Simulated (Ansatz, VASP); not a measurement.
One calculation of W, two programs

File INCAR:

```
ALGO = Normal
EDIFF = 1E-8
ENCUT = 520
ISIF = 2
ISMEAR = -1
LASPH = T
LCHARG = F
LEFG = T
LREAL = F
LWAVE = F
NBANDS = 13
NELM = 100
PREC = Accurate
SIGMA = 0.05
```

Contents of KPOINTS:

```
k-points
0
Gamma
  14 14 14
```

Contents of POSCAR:

```
W
1.0
    0.0000000000      2.0300000000      2.0300000000
    2.0300000000      0.0000000000      2.0300000000
    2.0300000000      2.0300000000      0.0000000000
W
1
Direct
    0.0000000000      0.0000000000      0.0000000000
```

Input for Ansatz:

```yaml
crystal:
  lattice:
    - [0.0, 2.03, 2.03]
    - [2.03, 0.0, 2.03]
    - [2.03, 2.03, 0.0]
  atoms:
    - { symbol: W, position: [0.0, 0.0, 0.0] }
kpoints:
  mp_grid: { grid: [14, 14, 14] }
  band_path:
    path:
      - [0.0, 0.0, 0.0]
      - [0.5, 0.0, 0.5]
      - [0.625, 0.25, 0.625]
      - [0.375, 0.375, 0.75]
      - [0.0, 0.0, 0.0]
      - [0.5, 0.5, 0.5]
      - [0.5, 0.25, 0.75]
      - [0.5, 0.0, 0.5]
    npoints: 5
scf:
  occupations: { method: fermi_dirac, width: 0.05 }
hamiltonian:
  xc: lda
  pseudopotentials: { kind: paw }
output:
  forces: true
  stress: true
  eigenvalues: true
  efg: { contact_densities: true }
```

Alike in both runs: task electric field gradients; functional LDA; k mesh 14 × 14 × 14; occupations fermi-dirac, width 0.05 eV; no spin polarisation.

```csv
,VASP,Ansatz
version,VASP 6.6.1,Ansatz 0.2.0
potentials or method,"VASP PAW LDA potentials, release 64 (W_sv)","PAW with Ansatz's default frozen-core files, scalar-relativistic"
plane-wave cutoff (eV),520,420
valence electrons in the cell,14,14
```

```csv
,VASP,Ansatz,Ansatz less VASP
pressure (GPa),-16.4,-17.8,-1.41
```

LDA's correlation is that of Perdew and Zunger in VASP and of Perdew and Wang (1992) in Ansatz.

Spin-orbit coupling is off throughout.
